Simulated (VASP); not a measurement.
# Ir in VASP: single point with PBEsol

Aim: the single point of Ir with PBEsol.

Everything below comes from runs of VASP 6.6.1. Logs are shortened: lines on timing, memory, paths and dates and some standing lists are left out, and cuts for length are marked.

## Step 1: The cell of the first run

The typed cell holds 1 atom: a = 2.639 Å, b = 2.639 Å, c = 3.047 Å, α = 54.73°, β = 54.73°, γ = 70.53°.

## Step 2: Single point, PBEsol

INCAR

```
PREC = Accurate
ENCUT = 520
EDIFF = 1E-7
ISMEAR = 0
SIGMA = 0.15
LREAL = False
LASPH = True
NELM = 60
ALGO = Fast
ISIF = 2
LWAVE = False
LCHARG = False
GGA = PS
NBANDS = 10
```

KPOINTS

```
Automatic mesh
0
Gamma
  24 24 24
```

POSCAR

```
Ir
1.0
    0.0000000000      2.1548988710      1.5235135018
    2.1548988710      0.0000000000      1.5235135018
    2.1548988710      2.1548988710      0.0000000000
Ir
1
Direct
    0.0000000000      0.0000000000      0.0000000000
```

Potentials or basis: VASP PAW PBE potentials, release 64 (Ir).

Launch:

```bash
$ cat potpaw_PBE.64/Ir/POTCAR > POTCAR
$ mpirun -np 1 vasp_std > vasp.out
```

OUTCAR:

```text
PREC = Accurate
   ENCUT = 520
   EDIFF = 1E-7
   ISMEAR = 0
   LREAL = False
   LASPH = True
   NELM = 60
   ISIF = 2
   GGA = PS

 ion  position               nearest neighbor table
   1  0.000  0.000  0.000-

  LATTYP: Found a body centered tetragonal cell.
 ALAT       =     3.0474872089
 C/A-ratio  =     0.9998489886

  Lattice vectors:

 A1 = (   0.0000000000,  -2.1548988710,  -1.5235135018)
 A2 = (   0.0000000000,   2.1548988710,  -1.5235135018)
 A3 = (   2.1548988710,   0.0000000000,   1.5235135018)

Analysis of symmetry for initial positions (statically):
=====================================================================
 Subroutine PRICEL returns:
 Original cell was already a primitive cell.

 Routine SETGRP: Setting up the symmetry group for a
 body centered tetragonal supercell.

 Subroutine GETGRP returns: Found 16 space group operations
 (whereof 16 operations were pure point group operations)
 out of a pool of 16 trial point group operations.

The static configuration has the point symmetry D_4h.

Analysis of symmetry for dynamics (positions and initial velocities):
=====================================================================
 Subroutine PRICEL returns:
 Original cell was already a primitive cell.

 Routine SETGRP: Setting up the symmetry group for a
 body centered tetragonal supercell.

 Subroutine GETGRP returns: Found 16 space group operations
 (whereof 16 operations were pure point group operations)
 out of a pool of 16 trial point group operations.

The dynamic configuration has the point symmetry D_4h.

 Subroutine INISYM returns: Found 16 space group operations
 (whereof 16 operations are pure point group operations),
 and found     1 'primitive' translations

----------------------------------------------------------------------------------------

                                     Primitive cell

  volume of cell :      14.1491

  direct lattice vectors                    reciprocal lattice vectors
     0.000000000  2.154898871  1.523513502    -0.232029450  0.232029450  0.328188755
     2.154898871  0.000000000  1.523513502     0.232029450 -0.232029450  0.328188755
     2.154898871  2.154898871  0.000000000     0.232029450  0.232029450 -0.328188755

  length of vectors
     2.639068497  2.639068497  3.047487209     0.464093946  0.464093946  0.464093946

  position of ions in fractional coordinates (direct lattice)
     0.000000000  0.000000000  0.000000000

  ion indices of the primitive-cell ions
   primitive index   ion index
                 1           1

----------------------------------------------------------------------------------------

 KPOINTS: Automatic mesh

Automatic generation of k-mesh.
 Grid dimensions read from file:
 generate k-points for:   24   24   24

 Generating k-lattice:

  Cartesian coordinates                     Fractional coordinates (reciprocal lattice)
    -0.009667894  0.009667894  0.013674531     0.041666667  0.000000000  0.000000000
     0.009667894 -0.009667894  0.013674531     0.000000000  0.041666667  0.000000000
     0.009667894  0.009667894 -0.013674531     0.000000000  0.000000000  0.041666667

  Length of vectors
     0.019337248  0.019337248  0.019337248

  Shift w.r.t. Gamma in fractional coordinates (k-lattice)
     0.000000000  0.000000000  0.000000000

 Subroutine IBZKPT returns following result:
 ===========================================

 Found   1063 irreducible k-points:

 Following reciprocal coordinates:
            Coordinates               Weight
  0.000000  0.000000  0.000000      1.000000
  0.041667  0.000000  0.000000      8.000000
  0.083333 -0.000000  0.000000      8.000000
  0.125000  0.000000  0.000000      8.000000
  0.166667  0.000000  0.000000      8.000000
  0.208333 -0.000000  0.000000      8.000000
[... 16 lines left out ...]
  0.416667  0.041667  0.000000      8.000000
  0.458333  0.041667  0.000000      8.000000
 [... further k-points ...]
   k-points           NKPTS =   1063   k-points in BZ     NKDIM =   1063   number of bands    NBANDS=     10
   number of dos      NEDOS =    301   number of ions     NIONS =      1
   total plane-waves  NPLWV =   9600
   dimension x,y,z NGX =    20 NGY =   20 NGZ =   24
   dimension x,y,z NGXF=    40 NGYF=   40 NGZF=   48
   ions per type =               1
   NGX,Y,Z   is equivalent  to a cutoff of  12.60, 12.60, 13.09 a.u.
   NGXF,Y,Z  is equivalent  to a cutoff of  25.20, 25.20, 26.18 a.u.
 SYSTEM =  unknown system
   PREC   = accura    normal or accurate (medium, high low for compatibility)
   ISTART =      0    job   : 0-new  1-cont  2-samecut
   ICHARG =      2    charge: 1-file 2-atom 10-const
   ISPIN  =      1    spin polarized calculation?
   LNONCOLLINEAR =      F non collinear calculations
   LSORBIT =      F    spin-orbit coupling
   LASPH  =      T    aspherical Exc in radial PAW
   ENCUT  =  520.0 eV  38.22 Ry    6.18 a.u.   4.91  4.91  5.67*2*pi/ulx,y,z
   NELM   =     60;   NELMIN=  2; NELMDL= -5     # of ELM steps
   EDIFF  = 0.1E-06   stopping-criterion for ELM
   LREAL  =      F    real-space projection
   EDIFFG = 0.1E-05   stopping-criterion for IOM
   NSW    =      0    number of steps for IOM
   IBRION =     -1    ionic relax: 0-MD 1-quasi-New 2-CG
   NFREE  =      0    steps in history (QN), initial steepest desc. (CG)
   ISIF   =      2    stress and relaxation
   ISYM   =      2    0-nonsym 1-usesym 2-fastsym
   POTIM  = 0.5000    time-step for ionic-motion
   TEBEG  =    0.0;   TEEND  =   0.0 temperature during run
   PSTRESS=    0.0 pullay stress
   NELECT =       9.0000    total number of electrons
   NUPDOWN=      -1.0000    fix difference up-down
   EMIN   =  10.00;   EMAX   =-10.00  energy-range for DOS
   EFERMI =   0.00;   METHOD = LEGACY
   ISMEAR =     0;   SIGMA  =   0.15  broadening in eV -4-tet -1-fermi 0-gaus
   EFERMI_NEDOS =   21; number of points for ismear=-14 and -15
   IALGO  =     68    algorithm
   IMIX   =      4    mixing-type and parameters
     AMIX     =   0.40;   BMIX     =  1.00
     AMIX_MAG =   1.60;   BMIX_MAG =  1.00
  volume/ion in A,a.u.               =      14.15        95.48
  Fermi-wavevector in a.u.,A,eV,Ry     =   1.407923  2.660589 26.970118  1.982248
  Thomas-Fermi vector in A             =   2.530133
   LORBIT       =      0    0 simple, 1 ext, 2 COOP (PROOUT), +10 PAW based schemes
   GGA     = PS    functional components
   LHFCALC =     F    Hartree Fock is set to
   AEXX    =    0.0000 exact exchange contribution
   IVDW    =     0    specifies the selected vdW correction
   LEPSILON=     F    determine dielectric tensor
   LRPA    =     F    only Hartree local field effects (RPA)
 non-spin polarized calculation
 RMM-DIIS sequential band-by-band and
 Gauss-broadening in eV      SIGMA  =   0.15
  energy-cutoff  :      520.00
  volume of cell :       14.15
 maximum number of plane-waves:       394
   NGX =  9   NGY =  9   NGZ = 11

 number of electron       9.0000000 magnetization

 Free energy of the ion-electron system (eV)
  ---------------------------------------------------
  ext. energy  EPLUGINS =         0.00000000
  ---------------------------------------------------
  free energy    TOTEN  =        -9.13880939 eV

  energy without entropy =       -9.10776132  energy(sigma->0) =       -9.12328536

 E-fermi :   9.9941     XC(G=0): -14.0843

 val. band max:        9.9937459757   @ k =  -0.1250   0.1667   0.0833
 cond. band min:       9.9959916282   @ k =  -0.1667  -0.0000   0.1667
 fundamental gap:      0.0022456525
 Fermi energy:         9.9940593897

 k-point     1 :       0.0000    0.0000    0.0000
  band No.  band energies     occupation
      1      -0.9394      2.00000
      2       6.2480      2.00000
      3       6.2494      2.00000
      4       6.2494      2.00000
      5       9.4285      2.00000
      6       9.4313      2.00000
      7      26.9353      0.00000
      8      26.9353      0.00000
      9      26.9387      0.00000
     10      38.2000      0.00000

 k-point     2 :       0.0417    0.0000    0.0000
  band No.  band energies     occupation
      1      -0.8571      2.00000
      2       6.2095      2.00000
      3       6.2473      2.00000
      4       6.3221      2.00000
      5       9.3741      2.00000
      6       9.4316      2.00000
      7      26.9899      0.00000
      8      27.0615      0.00000
      9      27.0651      0.00000
     10      37.2176      0.00000

 k-point     3 :       0.0833   -0.0000    0.0000
  band No.  band energies     occupation
      1      -0.6145      2.00000
      2       6.0962      2.00000
      3       6.2361      2.00000
      4       6.5408      2.00000
      5       9.2267      2.00000
      6       9.4398      2.00000
      7      27.1238      0.00000
      8      27.3845      0.00000
      9      27.4489      0.00000
     10      35.7692      0.00000

 k-point     4 :       0.1250    0.0000    0.0000
  band No.  band energies     occupation
      1      -0.2258      2.00000
      2       5.9212      2.00000
      3       6.2050      2.00000
      4       6.8996      2.00000
      5       9.0458      2.00000
      6       9.4567      2.00000
      7      27.2539      0.00000
      8      27.7406      0.00000
      9      28.0704      0.00000
     10      34.5372      0.00000

 k-point     5 :       0.1667    0.0000    0.0000
  band No.  band energies     occupation
      1       0.2814      2.00000
      2       5.7017      2.00000
      3       6.1501      2.00000
      4       7.3898      2.00000
      5       8.9002      2.00000
      6       9.4856      2.00000
      7      27.2256      0.00000
      8      27.8126      0.00000
      9      28.9047      0.00000
     10      33.7625      0.00000

 k-point     6 :       0.2083   -0.0000    0.0000
  band No.  band energies     occupation
      1       0.8591      2.00000
      2       5.4574      2.00000
      3       6.0997      2.00000
      4       7.9981      2.00000
      5       8.8390      2.00000
      6       9.5294      1.99999
      7      26.8852      0.00000
      8      27.2385      0.00000
      9      29.9201      0.00000
     10      33.6701      0.00000

 k-point     7 :       0.2500    0.0000    0.0000
  band No.  band energies     occupation
      1       1.4281      2.00000
      2       5.2071      2.00000
      3       6.1358      2.00000
      4       8.7047      2.00000
      5       8.8725      2.00000
      6       9.5893      1.99986
      7      26.0133      0.00000
      8      26.2444      0.00000
      9      31.0788      0.00000
     10      34.1287      0.00000

 k-point     8 :       0.2917   -0.0000    0.0000
  band No.  band energies     occupation
      1       1.8834      2.00000
      2       4.9679      2.00000
      3       6.3774      2.00000
      4       8.9806      2.00000
      5       9.4817      2.00000
      6       9.6633      1.99818
      7      24.4385      0.00000
      8      25.4602      0.00000
      9      32.3345      0.00000
     10      32.4127      0.00000

 k-point     9 :       0.3333   -0.0000    0.0000
  band No.  band energies     occupation
      1       2.1485      2.00000
      2       4.7540      2.00000
      3       6.9032      2.00000
      4       9.1321      2.00000
      5       9.7462      1.98054
      6      10.2887      0.00546
      7      22.7593      0.00000
      8      24.6812      0.00000
      9      30.7987      0.00000
     10      33.6271      0.00000
[... 118 lines left out ...]
 k-point    19 :       0.2500    0.0417    0.0000
  band No.  band energies     occupation
      1       1.5039      2.00000
      2       5.2776      2.00000
      3       6.1244      2.00000
      4       8.6464      2.00000
      5       8.6811      2.00000
      6       9.7475      1.97990
      7      25.8423      0.00000
      8      26.5356      0.00000
      9      31.0412      0.00000
     10      33.5045      0.00000

 k-point    20 :       0.2917    0.0417    0.0000
  band No.  band energies     occupation
      1       1.9597      2.00000
      2       5.0404      2.00000
      3       6.3230      2.00000
      4       8.7885      2.00000
      5       9.4595      2.00000
      6       9.8161      1.90653
      7      24.3454      0.00000
      8      25.7057      0.00000
      9      31.6426      0.00000
     10      33.1444      0.00000

 k-point    21 :       0.3333    0.0417    0.0000
  band No.  band energies     occupation
      1       2.2250      2.00000
      2       4.8281      2.00000
      3       6.7776      2.00000
      4       8.9926      2.00000
      5       9.9032      1.60850
      6      10.2682      0.00974
      7      22.7285      0.00000
      8      24.8947      0.00000
      9      30.5310      0.00000
     10      33.9316      0.00000

 k-point    22 :       0.3750    0.0417    0.0000
  band No.  band energies     occupation
      1       2.3162      2.00000
      2       4.6521      2.00000
      3       7.4237      2.00000
      4       9.1967      2.00000
      5      10.0552      0.56463
      6      11.0494      0.00000
      7      21.1347      0.00000
      8      24.2016      0.00000
      9      29.1766      0.00000
     10      35.1163      0.00000

 k-point    23 :       0.4167    0.0417    0.0000
  band No.  band energies     occupation
      1       2.3125      2.00000
      2       4.5207      2.00000
      3       8.0881      2.00000
      4       9.2967      2.00000
      5      10.3578      0.00061
      6      11.7230      0.00000
      7      19.7079      0.00000
      8      23.6796      0.00000
      9      28.0510      0.00000
     10      35.0888      0.00000

 k-point    24 :       0.4583    0.0417    0.0000
  band No.  band energies     occupation
      1       2.2841      2.00000
      2       4.4396      2.00000
      3       8.6103      2.00000
      4       9.2469      2.00000
      5      10.7524      0.00000
      6      12.1902      0.00000
      7      18.6514      0.00000
      8      23.3570      0.00000
      9      27.3028      0.00000
     10      34.8617      0.00000

 [... further k-points ...]
[... 5 lines left out ...]
  --------------------------------------------------------------------------------------
  -------------------------------------------------------------------------------------
  Total        1.0353600      1.0353600      1.0254040      0.0000000      0.0000000      0.0000000
  in kB      117.2389419    117.2389419    116.1115696      0.0000000      0.0000000      0.0000000
  external PRESSURE =     116.8631511 kB  Pullay stress =       0.0000000 kB

 VOLUME and BASIS-vectors are now :
 -----------------------------------------------------------------------------
  energy-cutoff  :      520.00
  volume of cell :       14.15
      direct lattice vectors                 reciprocal lattice vectors
     0.000000000  2.154898871  1.523513502    -0.232029450  0.232029450  0.328188755
     2.154898871  0.000000000  1.523513502     0.232029450 -0.232029450  0.328188755
     2.154898871  2.154898871  0.000000000     0.232029450  0.232029450 -0.328188755

 POSITION                                       TOTAL-FORCE (eV/Angst)
 -----------------------------------------------------------------------------------
      0.00000      0.00000      0.00000         0.000000     -0.000000     -0.000000
 -----------------------------------------------------------------------------------
    total drift:                                0.000000     -0.000000     -0.000000

  FREE ENERGIE OF THE ION-ELECTRON SYSTEM (eV)
  ---------------------------------------------------
  free  energy   TOTEN  =        -9.1388093932 eV

  energy  without entropy=       -9.1077613210  energy(sigma->0) =       -9.12328536
```

Run time: 2.8 min. Hardware: 1 thread of AMD EPYC 9R45 (Zen 5), shared host; peak memory 0.24 GiB.

What came out:

* Free energy: -9.1388 eV
* Pressure: 11.7 GPa

Levels at points of the mesh, in eV from the Fermi level:
```
           k point  band 1  band 2  band 3  band 4  band 5  band 6  band 7  band 8  band 9
(0.00, 0.00, 0.00)  -10.93   -3.75   -3.74   -3.74   -0.57   -0.56   16.94   16.94   16.94
(0.50, 0.00, 0.00)   -7.79   -5.66   -0.74   -0.17   -0.03    2.38    8.27   13.05   17.19
(0.50, 0.50, 0.00)   -7.35   -7.35    1.63    1.63    1.63    7.98    7.98    7.99   15.11
(0.50, 0.00, 0.50)   -7.79   -5.66   -0.74   -0.17   -0.03    2.38    8.27   13.05   17.19
```

Caveat: the PAW data sets were made with another functional, which shifts forces and pressure a little; spin-orbit coupling is left out, which moves the levels of the heavy elements.
